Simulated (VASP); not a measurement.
## Li2GeN: single point with PBE

Crystal: Li2GeN.

```
Li Ge N
1.0
     1.69494   -5.79735    0.00000
     1.69494    5.79735    0.00000
     0.00000    0.00000    5.28173
Li Ge N
4 2 2
Direct
  0.81838 0.18162 0.98738
  0.18162 0.81838 0.48738
  0.18162 0.81838 0.01262
  0.81838 0.18162 0.51262
  0.53121 0.46879 0.25000
  0.46879 0.53121 0.75000
  0.68931 0.31069 0.25000
  0.31069 0.68931 0.75000
```

```yaml
Program: VASP 6.6.1
Task: single point
Functional: PBE
Potentials_or_basis: VASP PAW PBE potentials, release 64 (Li_sv, Ge_d, N)
Cutoff: 520 eV
k_mesh: 10 × 10 × 6
Occupations: gaussian, width 0.1 eV
Spin: no spin polarisation
Dipole_correction: no
Further_INCAR_settings: ALGO = Normal; EDIFF = 1e-07; NBANDS = 35
```

- Largest force: 0.036 eV/Å
- Band gap on the k mesh: zero (bands 25 and 26 overlap by 3.64 eV)

Forces on the atoms (eV/Å):
```
Li   0.000 -0.010  0.003
Li   0.000  0.010  0.003
Li   0.000  0.010 -0.003
Li   0.000 -0.010 -0.003
Ge   0.000 -0.027  0.000
Ge   0.000  0.027  0.000
N    0.000  0.036  0.000
N    0.000 -0.036  0.000
```

Levels at points of the mesh, in eV from the Fermi level:
| k point | band 23 | band 24 | band 25 | band 26 | band 27 | band 28 |
| --- | --- | --- | --- | --- | --- | --- |
| (0.00, 0.00, 0.00) | -1.86 | -1.48 | -1.33 | 3.07 | 3.11 | 5.02 |
| (0.50, 0.00, 0.00) | -2.49 | -2.01 | -1.24 | -0.33 | 0.82 | 3.35 |
| (0.50, 0.50, 0.00) | -2.19 | -1.29 | -0.21 | 1.21 | 2.42 | 3.18 |
| (0.00, 0.00, 0.50) | -1.57 | -1.57 | 2.60 | 2.60 | 3.53 | 3.53 |
| (0.50, 0.00, 0.50) | -1.81 | -1.81 | -0.95 | -0.95 | 3.84 | 3.84 |
| (0.50, 0.50, 0.50) | -1.75 | -1.75 | 2.04 | 2.04 | 2.80 | 2.80 |

Wall time 13 min on 1 thread of Intel(R) Xeon(R) Platinum 8259CL CPU @ 2.50GHz (Skylake/Cascade Lake), on a shared host, peak memory 0.55 GiB.
